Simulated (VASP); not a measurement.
A run of VASP 6.6.1 is set up as follows.

The input INCAR:

```
SYSTEM = SiC
  ALGO = Normal
  EDIFF = 1E-6
  ENCUT = 520
  GGA = PE
  ISIF = 2
  ISMEAR = 0
  LASPH = .True.
  LCHARG = .False.
  LREAL = .False.
  LWAVE = .False.
  NBANDS = 11
  NELM = 100
  PREC = Accurate
  SIGMA = 0.05
```

The input KPOINTS:

```
k-points
0
Gamma
  12 12 12
  0 0 0
```

POSCAR

```
SiC
1.0
    0.0000000000      2.2134234056      2.2134234056
    2.2134234056      0.0000000000      2.2134234056
    2.1667939526      2.1667939526      0.0466294531
Si C
1 1
Direct
    0.0000000000      0.0000000000      0.0000000000
    0.7500000000      0.7500000000      0.7500000000
```

Potentials or basis: VASP PAW PBE potentials, release 64 (Si, C).

Command:

```sh
$ cat potpaw_PBE.64/Si/POTCAR potpaw_PBE.64/C/POTCAR > POTCAR
$ mpirun -np 1 vasp_std > vasp.out
```

Problem. What does it give for the band gap on the k mesh?

Solution. 1.25 eV, indirect (least direct gap 4.34 eV).

Problem. Estimate the largest force.

Solution. 0.333 eV/Å.

Problem. Estimate the pressure.

Solution. 0.3 GPa.

Forces on the atoms (eV/Å):
```
Si  -0.192 -0.192  0.192
C    0.192  0.192 -0.192
```

A k mesh can miss the band edges. PBE gaps usually lie below the measured ones, often by a third to a half.
